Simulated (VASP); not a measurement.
# CdS (Fm-3m) in VASP: further runs, part 2 of 2

VASP 6.6.1.

## 3. Single point, RPBE

INCAR reads:

```
SYSTEM = CdS
ALGO = Normal
EDIFF = 1E-6
ENCUT = 500
GGA = RP
GGA_COMPAT = .FALSE.
ISIF = 2
ISMEAR = 0
LASPH = .TRUE.
LCHARG = .FALSE.
LREAL = .FALSE.
LWAVE = .FALSE.
NBANDS = 16
NELM = 120
PREC = Accurate
SIGMA = 0.05
```

KPOINTS reads:

```
k-points
0
G
  12 12 12
  0 0 0
```

POSCAR reads:

```
CdS
1.0
    0.0000000000      2.7548959464      2.7548959464
    2.7548959464      0.0000000000      2.7548959464
    2.7548959464      2.7548959464      0.0000000000
Cd S
1 1
Direct
    0.0000000000      0.0000000000      0.0000000000
    0.5000000000      0.5000000000      0.5000000000
```

Potentials or basis: VASP PAW PBE potentials, release 64 (Cd, S).

The run is started by

```
$ cat potpaw_PBE.64/Cd/POTCAR potpaw_PBE.64/S/POTCAR > POTCAR
$ mpirun -np 1 vasp_std > vasp.out
```

OUTCAR:

```text
SYSTEM = CdS
   EDIFF = 1E-6
   ENCUT = 500
   GGA = RP
   ISIF = 2
   ISMEAR = 0
   LASPH = .TRUE.
   LREAL = .FALSE.
   NELM = 120
   PREC = Accurate

 ion  position               nearest neighbor table
   1  0.000  0.000  0.000-   2 2.75   2 2.75   2 2.75   2 2.75   2 2.75   2 2.75
   2  0.500  0.500  0.500-   1 2.75   1 2.75   1 2.75   1 2.75   1 2.75   1 2.75

  LATTYP: Found a face centered cubic cell.
 ALAT       =     5.5097918928

  Lattice vectors:

 A1 = (   0.0000000000,   2.7548959464,   2.7548959464)
 A2 = (   2.7548959464,   0.0000000000,   2.7548959464)
 A3 = (   2.7548959464,   2.7548959464,   0.0000000000)

Analysis of symmetry for initial positions (statically):
=====================================================================
 Subroutine PRICEL returns:
 Original cell was already a primitive cell.

 Routine SETGRP: Setting up the symmetry group for a
 face centered cubic supercell.

 Subroutine GETGRP returns: Found 48 space group operations
 (whereof 48 operations were pure point group operations)
 out of a pool of 48 trial point group operations.

[... 161 lines left out ...]

 E-fermi :   2.9948     XC(G=0): -10.1360

 val. band max:        2.8031904925   @ k =  -0.2500   0.1667   0.0000
 cond. band min:       3.1701353039   @ k =   0.5000   0.5000   0.0000
 fundamental gap:      0.3669448114
 Fermi energy:         2.9948033077

 k-point     1 :       0.0000    0.0000    0.0000
  band No.  band energies     occupation
      1      -9.8274      2.00000
      2      -4.7717      2.00000
      3      -4.7717      2.00000
      4      -4.7717      2.00000
      5      -4.7699      2.00000
      6      -4.7699      2.00000
[... 433 lines left out ...]
      3      -4.9421      2.00000
      4      -4.8459      2.00000
      5      -4.5860      2.00000
      6      -4.5409      2.00000
[... 8 lines left out ...]
     15      15.1498      0.00000
     16      16.4050      0.00000

 [... further k-points ...]

------------------------ aborting loop because EDIFF is reached ----------------------------------------

  FORCE on cell =-STRESS in cart. coord.  units (eV):
  Direction    XX          YY          ZZ          XY          YZ          ZX
  --------------------------------------------------------------------------------------
  -------------------------------------------------------------------------------------
  Total        0.6090087      0.6090087      0.6090087      0.0000000      0.0000000     -0.0000000
  in kB       23.3339625     23.3339625     23.3339625      0.0000000      0.0000000     -0.0000000
  external PRESSURE =      23.3339625 kB  Pullay stress =       0.0000000 kB

 VOLUME and BASIS-vectors are now :
 -----------------------------------------------------------------------------
  energy-cutoff  :      500.00
  volume of cell :       41.82
      direct lattice vectors                 reciprocal lattice vectors
     0.000000000  2.754895946  2.754895946    -0.181495058  0.181495058  0.181495058
     2.754895946  0.000000000  2.754895946     0.181495058 -0.181495058  0.181495058
     2.754895946  2.754895946  0.000000000     0.181495058  0.181495058 -0.181495058

 POSITION                                       TOTAL-FORCE (eV/Angst)
 -----------------------------------------------------------------------------------
      0.00000      0.00000      0.00000        -0.000000     -0.000000     -0.000000
      2.75490      2.75490      2.75490         0.000000      0.000000      0.000000
 -----------------------------------------------------------------------------------
    total drift:                                0.000000      0.000000      0.000000

  FREE ENERGIE OF THE ION-ELECTRON SYSTEM (eV)
  ---------------------------------------------------
  free  energy   TOTEN  =        -5.1621130842 eV

  energy  without entropy=       -5.1621130837  energy(sigma->0) =       -5.16211308
```

OSZICAR:

```text
N       E                     dE             d eps       ncg     rms          rms(c)
DAV:   1     0.101573649996E+03    0.10157E+03   -0.91619E+03  2416   0.102E+03
DAV:   2    -0.213936942925E+01   -0.10371E+03   -0.96954E+02  2816   0.247E+02
DAV:   3    -0.572060032047E+01   -0.35812E+01   -0.35753E+01  2888   0.480E+01
DAV:   4    -0.573688865012E+01   -0.16288E-01   -0.16287E-01  2784   0.321E+00
DAV:   5    -0.573705043730E+01   -0.16179E-03   -0.16179E-03  2920   0.307E-01    0.761E+00
DAV:   6    -0.518342981869E+01    0.55362E+00   -0.84972E-01  3000   0.109E+01    0.638E+00
DAV:   7    -0.515995181210E+01    0.23478E-01   -0.18455E-01  2912   0.309E+00    0.335E+00
DAV:   8    -0.516188896894E+01   -0.19372E-02   -0.19154E-02  2624   0.170E+00    0.353E-01
DAV:   9    -0.516193789891E+01   -0.48930E-04   -0.14945E-03  2904   0.518E-01    0.709E-02
DAV:  10    -0.516206371442E+01   -0.12582E-03   -0.23238E-04  2840   0.146E-01    0.662E-02
DAV:  11    -0.516211470423E+01   -0.50990E-04   -0.91428E-05  2752   0.855E-02    0.235E-02
DAV:  12    -0.516211265975E+01    0.20445E-05   -0.10018E-05  2880   0.351E-02    0.103E-02
DAV:  13    -0.516211308417E+01   -0.42442E-06   -0.10837E-06  2256   0.621E-03
   1 F= -.51621131E+01 E0= -.51621131E+01  d E =-.463153E-09
```

stdout:

```text
POSCAR found type information on POSCAR CdS
 POSCAR found :  2 types and       2 ions
 scaLAPACK will be used
 -----------------------------------------------------------------------------
|                                                                             |
|                                                                             |
|     You enforced a specific xc type in the INCAR file but a different       |
|     I HOPE YOU KNOW WHAT YOU ARE DOING!                                     |
|                                                                             |
 -----------------------------------------------------------------------------

 LDA part: xc-table for (Slater+PW92), standard interpolation
 POSCAR, INCAR and KPOINTS ok, starting setup
 FFT: planning ... GRIDC
 FFT: planning ... GRID_SOFT
 FFT: planning ... GRID
 WAVECAR not read
 entering main loop
```

Run time: 55 s. Hardware: 1 thread of AMD EPYC 7R43 (Zen 3), shared host; peak memory 0.15 GiB.

What came out:

| Property | Result |
| --- | --- |
| Free energy | -5.1621 eV |
| Pressure | 2.3 GPa |
| Band gap on the k mesh | 0.37 eV (least direct gap 1.65 eV) |

Caveat: semilocal functionals underestimate gaps, and a narrow one can read as zero; the PAW data sets were made with another functional, which shifts forces and pressure a little. A k mesh can miss the band edges.

## 4. Single point, PBEsol (strained)

INCAR reads:

```
ALGO     = Normal         # electronic algorithm
EDIFF    = 1E-6           # SCF threshold, eV
ENCUT    = 500            # plane-wave cutoff, eV
GGA      = PS             # functional
GGA_COMPAT= False        
ISIF     = 2              # what is computed and relaxed
ISMEAR   = 0              # smearing method
LASPH    = True           # aspherical terms in the spheres
LCHARG   = True           # write CHGCAR
LELF     = True           # ELF
LREAL    = False          # projectors in reciprocal space
LVHAR    = True         
LWAVE    = False          # write WAVECAR
NBANDS   = 16             # bands
NELM     = 120            # most SCF steps
PREC     = Accurate       # precision mode
SIGMA    = 0.05           # smearing width, eV
```

KPOINTS reads:

```
k-points
0
Gamma
  12 12 12
```

POSCAR reads:

```
CdS
1.0
    0.0000000000      2.8041239491      2.8041239491
    2.8041239491      0.0000000000      2.8041239491
    2.8041239491      2.8041239491      0.0000000000
Cd S
1 1
Direct
    0.0000000000      0.0000000000      0.0000000000
    0.5000000000      0.5000000000      0.5000000000
```

The run is started by

```
$ cat potpaw_PBE.64/Cd/POTCAR potpaw_PBE.64/S/POTCAR > POTCAR
$ mpirun -np 1 vasp_std > vasp.out
```

It took 76 s on 1 thread of AMD EPYC 7R43 (Zen 3), shared host; peak memory 0.16 GiB.

It converged, with:

| Quantity | Value |
| --- | --- |
| Free energy | -6.5378 eV |
| Pressure | -7.0 GPa |
| Band gap on the k mesh | 0.12 eV (least direct gap 1.08 eV) |

Levels at points of the mesh, in eV from the valence-band top:
```csv
k point,band 5,band 6,band 7,band 8,band 9,band 10,band 11,band 12,band 13,band 14
"(0.00, 0.00, 0.00)",-7.47,-7.47,-0.62,-0.62,-0.62,0.47,9.11,9.11,9.11,10.81
"(0.50, 0.00, 0.00)",-7.30,-7.30,-4.57,-0.01,-0.01,3.39,5.82,5.82,6.14,11.75
"(0.50, 0.50, 0.00)",-7.24,-6.69,-3.84,-1.89,-1.89,0.12,5.99,9.23,10.58,10.58
```

Caveat: the cell differs from its parent crystal (strained); the cell stands under tension; semilocal functionals underestimate gaps, and a narrow one can read as zero; the PAW data sets were made with another functional, which shifts forces and pressure a little. A k mesh can miss the band edges.

## 5. Single point, PBEsol (strained)

INCAR reads:

```
SYSTEM = CdS
PREC = Accurate ; ENCUT = 500
EDIFF = 1E-6 ; ISMEAR = 0
SIGMA = 0.05 ; LREAL = .False.
LASPH = .True. ; NELM = 120
ALGO = Normal ; ISIF = 2
LWAVE = .False. ; LCHARG = .False.
GGA = PS ; NBANDS = 16
GGA_COMPAT = .False.
```

KPOINTS reads:

```
Automatic mesh
0
Gamma
  12 12 12
  0 0 0
```

POSCAR reads:

```
CdS
1.0
    0.0000000000      2.8781586803      2.8781586803
    2.8781586803      0.0000000000      2.8781586803
    2.8781586803      2.8781586803      0.0000000000
Cd S
1 1
Direct
    0.0000000000      0.0000000000      0.0000000000
    0.5000000000      0.5000000000      0.5000000000
```

The run is started by

```
$ cat potpaw_PBE.64/Cd/POTCAR potpaw_PBE.64/S/POTCAR > POTCAR
$ mpirun -np 1 vasp_std > vasp.out
```

It took 63 s on 1 thread of AMD EPYC 7R43 (Zen 3), shared host; peak memory 0.16 GiB.

Results (log left out):

```
Free energy            : -6.3443 eV
Pressure               : -10.0 GPa
Band gap on the k mesh : 0.09 eV (least direct gap 0.66 eV)
```

Levels at points of the mesh, in eV from the valence-band top:
| k point | band 5 | band 6 | band 7 | band 8 | band 9 | band 10 | band 11 | band 12 | band 13 | band 14 |
| --- | --- | --- | --- | --- | --- | --- | --- | --- | --- | --- |
| (0.00, 0.00, 0.00) | -7.38 | -7.38 | -0.49 | -0.49 | -0.49 | 0.17 | 9.06 | 9.06 | 9.06 | 10.30 |
| (0.50, 0.00, 0.00) | -7.25 | -7.25 | -4.23 | -0.02 | -0.02 | 3.41 | 5.53 | 5.82 | 5.82 | 11.40 |
| (0.50, 0.50, 0.00) | -7.20 | -6.77 | -3.39 | -1.64 | -1.64 | 0.09 | 6.07 | 8.73 | 10.02 | 10.02 |

Caveat: the cell differs from its parent crystal (strained); the cell stands under tension; semilocal functionals underestimate gaps, and a narrow one can read as zero; the PAW data sets were made with another functional, which shifts forces and pressure a little.

## 6. Overview

```tsv
level	cell	gap on the mesh (eV)	pressure (GPa)
PBEsol	a = 3.896 Å, angles 60.0°, 2 atoms	0.13	-4.1
RPBE	a = 3.896 Å, angles 60.0°, 2 atoms	0.37	2.3
PBEsol	a = 3.966 Å, angles 60.0°, 2 atoms	0.12	-7.0
PBEsol	a = 4.070 Å, angles 60.0°, 2 atoms	0.09	-10.0
```

Alike in all rows: task single point; potentials or basis VASP PAW PBE potentials, release 64 (Cd, S); no spin polarisation; k mesh 12 × 12 × 12; cutoff (eV) 500; smearing gaussian 0.05 eV.

Caveats: semilocal functionals underestimate gaps, and a narrow one can read as zero; the PAW data sets were made with another functional, which shifts forces and pressure a little; the cell stands under tension (at least some runs).

Absolute energies hang on the potentials; compare differences alone.
